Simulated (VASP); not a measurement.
Crystal: In.

```
In
1.0
    -1.74683    1.74683    1.74683
     1.74683   -1.74683    1.74683
     1.74683    1.74683   -1.74683
In
1
Direct
  0.00000 0.00000 0.00000
```

```yaml
Program: VASP 6.6.1
Task: relaxation of cell and atoms
Functional: PBE
Potentials_or_basis: VASP PAW PBE potentials, release 64 (In_d)
Cutoff: 600 eV
k_mesh: 15 × 15 × 15
Occupations: fermi-dirac, width 0.05 eV
Spin: no spin polarisation
```

At the start: pressure 18.1 GPa; volume 21.32 Å³/atom.

Question: Where does the relaxation end?

Answer: Over 22 steps the energy falls by 274.4 meV/atom and the volume is 27.73 Å³/atom (+30.1 %); space group Im-3m (No. 229, to 0.05 Å).

Step by step:
| step | energy change (eV) | largest force (eV/Å) | pressure (GPa) | volume (Å³) |
| --- | --- | --- | --- | --- |
| 1 | 0.0000 | 0.0000 | 18.13 | 21.32 |
| 2 | -0.2621 | 0.0000 | -1.94 | 29.67 |
| 3 | -0.2743 | 0.0000 | 0.34 | 27.51 |
| 4 | -0.2744 | 0.0000 | -0.09 | 27.80 |
| 5 | -0.2744 | 0.0000 | 0.07 | 27.66 |
| 6 | -0.2744 | 0.0000 | 0.09 | 27.66 |
| 7 | -0.2744 | 0.0000 | 0.10 | 27.66 |
| 8 | -0.2744 | 0.0000 | 0.09 | 27.66 |
| 9 | -0.2744 | 0.0000 | 0.09 | 27.66 |
| 10 | -0.2744 | 0.0000 | 0.08 | 27.66 |
| 11 | -0.2744 | 0.0000 | 0.08 | 27.66 |
| 12 | -0.2744 | 0.0000 | 0.09 | 27.66 |
| 13 | -0.2744 | 0.0000 | 0.09 | 27.66 |
| 14 | -0.2744 | 0.0000 | 0.09 | 27.66 |
| 15 | -0.2744 | 0.0000 | 0.09 | 27.66 |
| 16 | -0.2744 | 0.0000 | 0.09 | 27.66 |
| 17 | -0.2744 | 0.0000 | 0.10 | 27.66 |
| 18 | -0.2744 | 0.0000 | 0.12 | 27.67 |
| 19 | -0.2744 | 0.0000 | 0.06 | 27.67 |
| 20 | -0.2744 | 0.0000 | 0.06 | 27.68 |
| 21 | -0.2744 | 0.0000 | 0.03 | 27.70 |
| 22 | -0.2744 | 0.0000 | 0.02 | 27.73 |

Final structure:
```
In
1.0
    -1.90685    1.90685    1.90685
     1.90685   -1.90685    1.90685
     1.90685    1.90685   -1.90685
In
1
Direct
  0.00000 0.00000 0.00000
```

Caveat: the volume moved by over 15 % at a fixed basis, so the end points are rough.
